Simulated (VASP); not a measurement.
ZnCd2O3, 12 atoms in the cell. The structure is trigonal, space group P3m1 (No. 156). Conventional cell: a = 3.483 Å, b = 3.483 Å, c = 8.722 Å, α = 90.00°, β = 90.00°, γ = 120.00°. Within 2.6 Å of Zn (site symmetry 3m) lie 4 O at 1.96 to 2.09 Å. Within 2.9 Å of Cd (site symmetry 3m) lie 4 O at 2.20 to 2.22 Å. Cd (site symmetry 3m) has 4 O at 2.19 to 2.20 Å within 2.9 Å. O (site symmetry 3m) has 4 Cd at 2.20 Å within 2.9 Å. O (site symmetry 3m) has 1 Zn at 1.96 Å and 3 Cd at 2.19 Å within 2.6 Å. O (site symmetry 3m) has 3 Zn at 2.09 Å and 1 Cd at 2.22 Å within 2.8 Å. 

| Property | Result |
| --- | --- |
| Program | VASP 6.6.1 |
| Task | single point |
| Functional | PBE |
| Potentials or basis | VASP PAW PBE potentials, release 64 (Zn, Cd, O) |
| Cutoff | 520 eV |
| k mesh | 6 × 4 × 4 |
| Occupations | gaussian, width 0.2 eV |
| Spin | no spin polarisation |
| Dipole correction | no |
| Further INCAR settings | ALGO = Normal; EDIFF = 1e-06; NBANDS = 66 |

Potentials or basis: VASP PAW PBE potentials, release 64 (Zn, Cd, O).

The run is started by

```sh
$ cat potpaw_PBE.64/Zn/POTCAR potpaw_PBE.64/Cd/POTCAR potpaw_PBE.64/O/POTCAR > POTCAR
$ mpirun -np 1 vasp_std > vasp.out
```

Hardware: 1 thread of AMD EPYC 7R43 64-Core Processor (Zen 3) (shared host).

Problem. How long does it take, and how much memory?

Solution. Wall time 11 min on 1 thread of AMD EPYC 7R43 64-Core Processor (Zen 3) (shared host), peak memory 0.51 GiB. Counts: scf iterations 16, k points 40.
